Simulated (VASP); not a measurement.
Wanted: the native input for a VASP 6.6.1 run.

```
Task                   : single point
Functional             : PBE
Potentials or basis    : VASP PAW PBE potentials, release 64 (Rb_sv, Re)
Cutoff                 : 520 eV
k mesh                 : 4 × 4 × 4
Occupations            : gaussian, width 0.1 eV
Spin                   : no spin polarisation
Dipole correction      : no
Further INCAR settings : ALGO = Normal; EDIFF = 1e-06; NBANDS = 15
```

The structure of RbRe lies in POSCAR:

```
RbRe
1.0
    4.6464760400      0.0000000000      0.0000000000
    0.0000000000      4.6464760400      0.0000000000
    0.0000000000      0.0000000000      4.6464760400
Rb Re
1 1
Direct
    0.5000000000      0.5000000000      0.5000000000
    0.0000000000      0.0000000000      0.0000000000
```

These files were run (other wordings do the same):

INCAR

```
  PREC = Accurate
  ENCUT = 520
  EDIFF = 1E-6
  ISMEAR = 0
  SIGMA = 0.1
  LREAL = False
  LASPH = True
  NELM = 80
  ALGO = Normal
  ISIF = 2
  LWAVE = False
  LCHARG = False
  GGA = PE
  NBANDS = 15
```

KPOINTS

```
regular mesh
0
Gamma
  4 4 4
```

Potentials or basis: VASP PAW PBE potentials, release 64 (Rb_sv, Re).

Launch:

```sh
$ cat potpaw_PBE.64/Rb_sv/POTCAR potpaw_PBE.64/Re/POTCAR > POTCAR
$ mpirun -np 1 vasp_std > vasp.out
```

It gave:

| Quantity | Value |
| --- | --- |
| Pressure | -4.0 GPa |
| Band gap on the k mesh | zero (band 8 reaches -0.13 eV, above the bottom of band 9 at -0.36 eV) |

Caveat: spin-orbit coupling is left out, which moves the levels of the heavy elements.

It took 17 s on 1 thread of Intel(R) Xeon(R) Platinum 8375C CPU @ 2.90GHz (Ice Lake), with other jobs on the host, peak memory 0.2 GiB.
